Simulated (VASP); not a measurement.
Wanted: the native input for a VASP 6.6.1 run.

| Quantity | Value |
| --- | --- |
| Task | relaxation of the atoms |
| Functional | PBEsol |
| Potentials or basis | VASP PAW PBE potentials, release 64 (Ge_d) |
| Cutoff | 520 eV |
| k mesh | 8 × 8 × 4 |
| Occupations | gaussian, width 0.01 eV |
| Spin | no spin polarisation |
| Dipole correction | no |
| Further INCAR settings | ALGO = Normal; EDIFF = 1e-06; IBRION = 2; EDIFFG = -0.002; NSW = 80 |

The structure of Ge lies in POSCAR:

```
Ge
1.0
    3.9855000000      0.0000000000      0.0000000000
   -1.9927500000      3.4515442468      0.0000000000
    0.0000000000      0.0000000000      6.5772000000
Ge
4
Direct
    0.3333333333      0.6666666667      0.0625000000
    0.6666666667      0.3333333333      0.5625000000
    0.6666666667      0.3333333333      0.9375000000
    0.3333333333      0.6666666667      0.4375000000
```

The input as run:

INCAR

```
SYSTEM = Ge
PREC     = Accurate       ! precision mode
ENCUT    = 520            ! plane-wave cutoff, eV
EDIFF    = 1E-6           ! SCF threshold, eV
ISMEAR   = 0              ! smearing method
SIGMA    = 0.01           ! smearing width, eV
LREAL    = .False.        ! projectors in reciprocal space
LASPH    = .True.         ! aspherical terms in the spheres
NELM     = 100            ! most SCF steps
ALGO     = Normal         ! electronic algorithm
ISIF     = 2              ! what is computed and relaxed
LWAVE    = .False.        ! write WAVECAR
LCHARG   = .False.        ! write CHGCAR
GGA      = PS             ! functional
IBRION   = 2              ! ionic algorithm
NSW      = 80             ! ionic steps
EDIFFG   = -0.002         ! ionic threshold
```

KPOINTS

```
regular mesh
0
Gamma
  8 8 4
  0 0 0
```

Potentials or basis: VASP PAW PBE potentials, release 64 (Ge_d).

Command:

```sh
$ cat potpaw_PBE.64/Ge_d/POTCAR > POTCAR
$ mpirun -np 1 vasp_std > vasp.out
```

Results of the run:

```
Energy gained by relaxing : 0.1 meV/atom
Ionic steps               : 3
Pressure after relaxing   : 0.6 GPa
Band gap on the k mesh    : 0.04 eV, indirect (least direct gap 0.08 eV)
```

Caveat: the PAW data sets were made with another functional, which shifts forces and pressure a little.

Wall time 2 min on 1 thread of Intel(R) Xeon(R) Platinum 8259CL CPU @ 2.50GHz (Skylake/Cascade Lake), on a shared host, peak memory 0.23 GiB.
